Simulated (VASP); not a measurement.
Wanted: the native input for a VASP 6.6.1 run.

```yaml
Task: single point
Functional: PBEsol
Potentials_or_basis: VASP PAW PBE potentials, release 64 (Lu)
Cutoff: 520 eV
k_mesh: 9 × 9 × 5
Occupations: fermi-dirac, width 0.05 eV
Spin: no spin polarisation
Dipole_correction: no
Further_INCAR_settings: ALGO = Fast; EDIFF = 1e-07; NBANDS = 32
```

The structure of Lu lies in POSCAR:

```
Lu
1.0
    3.5491987075      0.0000000000      0.0000000000
   -1.7745993538      3.0736962438      0.0000000000
    0.0000000000      0.0000000000      5.6239465347
Lu
2
Direct
    0.6666666667      0.3333333333      0.7500000000
    0.3333333333      0.6666666667      0.2500000000
```

The input as run:

INCAR

```
  PREC = Accurate
  ENCUT = 520
  EDIFF = 1E-7
  ISMEAR = -1
  SIGMA = 0.05
  LREAL = False
  LASPH = True
  NELM = 80
  ALGO = Fast
  ISIF = 2
  LWAVE = False
  LCHARG = False
  GGA = PS
  NBANDS = 32
```

KPOINTS

```
regular mesh
0
Gamma
  9 9 5
```

Potentials or basis: VASP PAW PBE potentials, release 64 (Lu).

Launch:

```bash
$ cat potpaw_PBE.64/Lu/POTCAR > POTCAR
$ mpirun -np 1 vasp_std > vasp.out
```

Results of the run:

* Pressure: -4.4 GPa
* Band gap on the k mesh: zero (bands 25 and 26 overlap by 1.35 eV)

Caveat: the cell stands under tension; the PAW data sets were made with another functional, which shifts forces and pressure a little; spin-orbit coupling is left out, which moves the levels of the heavy elements.

Wall time 5.4 min on 1 thread of Intel Xeon 8259CL, with other jobs on the host, peak memory 0.22 GiB.
